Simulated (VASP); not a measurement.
Crystal: BN.

```
N B
1.0
     2.58755    0.00000    0.00000
    -1.29377    2.24088    0.00000
     0.00000    0.00000    4.28248
N B
2 2
Direct
  0.33333 0.66667 0.12528
  0.66667 0.33333 0.62528
  0.33333 0.66667 0.49972
  0.66667 0.33333 0.99972
```

Base run:

```yaml
Program: VASP 6.6.1
Functional: r2SCAN
Potentials_or_basis: VASP PAW PBE potentials, release 64 (N, B)
Cutoff: 520 eV
k_mesh: 12 × 12 × 6
Occupations: fermi-dirac, width 0.05 eV
Spin: no spin polarisation
```

Its results: band gap on the k mesh 5.77 eV, indirect (least direct gap 8.70 eV); pressure -17.5 GPa; largest force 0.050 eV/Å.

The run is repeated on the same cell with these changes: functional from r2SCAN to PBE. What comes out?

Band gap on the k mesh 5.25 eV, indirect (least direct gap 8.04 eV); pressure -13.5 GPa; largest force 0.043 eV/Å.

r2SCAN gives the wider gap, since meta-GGAs in the generalised Kohn-Sham scheme recover part of the derivative discontinuity.

Caveats: the PAW data sets were made with another functional, which shifts forces and pressure a little (some runs).

A k mesh can miss the band edges.
